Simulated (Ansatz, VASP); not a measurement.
**Two plane-wave programs on CsCaBr3**

INCAR

```
  PREC = Accurate
  ENCUT = 520
  EDIFF = 1E-6
  ISMEAR = 0
  SIGMA = 0.05
  LREAL = False
  LASPH = True
  NELM = 60
  ALGO = Normal
  ISIF = 2
  LWAVE = False
  LCHARG = False
  GGA = CA
  NBANDS = 28
```

Contents of KPOINTS:

```
Automatic mesh
0
Gamma
  4 4 4
```

POSCAR

```
CsCaBr3
1.0
    5.7086657300      0.0000000000      0.0000000000
    0.0000000000      5.3661457862      0.0000000000
    0.0000000000      0.0000000000      5.7086657300
Cs Ca Br
1 1 3
Direct
    0.0000000000      0.0000000000      0.0000000000
    0.5000000000      0.5000000000      0.5000000000
    0.5000000000      0.0000000000      0.5000000000
    0.0000000000      0.5000000000      0.5000000000
    0.5000000000      0.5000000000      0.0000000000
```

Input for Ansatz:

```yaml
crystal:
  lattice:
    - [5.70866573, 0.0, 0.0]
    - [0.0, 5.3661457862, 0.0]
    - [0.0, 0.0, 5.70866573]
  atoms:
    - { symbol: Cs, position: [0.0, 0.0, 0.0] }
    - { symbol: Ca, position: [0.5, 0.5, 0.5] }
    - { symbol: Br, position: [0.5, 0.0, 0.5] }
    - { symbol: Br, position: [0.0, 0.5, 0.5] }
    - { symbol: Br, position: [0.5, 0.5, 0.0] }
basis:
  ecutwfc: 420
kpoints:
  mp_grid: { grid: [4, 4, 4] }
hamiltonian:
  xc: lda
scf:
  occupations: { method: gaussian, width: 0.05 }
output:
  forces: true
  stress: true
  eigenvalues: true
```

Change from the starting cell: strain -0.0600 x Voigt [0, 1, 0, 0, 0, 0], atoms carried along.

Alike in both runs: task single point; functional LDA; k mesh 4 × 4 × 4; occupations gaussian, width 0.05 eV; no spin polarisation.

|  | VASP | Ansatz |
| --- | --- | --- |
| version | VASP 6.6.1 | Ansatz 0.2.0 |
| potentials or method | VASP PAW LDA potentials, release 64 (Cs_sv, Ca_sv, Br), cutoff 520 eV | scalar-relativistic, plane waves, PAW |
| valence electrons in the cell | 40 | 40 |

|  | VASP | Ansatz | Ansatz less VASP |
| --- | --- | --- | --- |
| gap on the k mesh at the Fermi level (eV) | 4.22 | 4.20 | -0.011 |
| least direct gap on the mesh (eV) | 4.46 | 4.45 | -0.009 |
| pressure (GPa) | -0.6 | -0.7 | -0.10 |
| traceless stress, the component that is largest in VASP (GPa) | 2.06 | 2.02 | -0.040 |

LDA's correlation is that of Perdew and Zunger in VASP and of Perdew and Wang (1992) in Ansatz.

Neither program's run includes spin-orbit coupling.
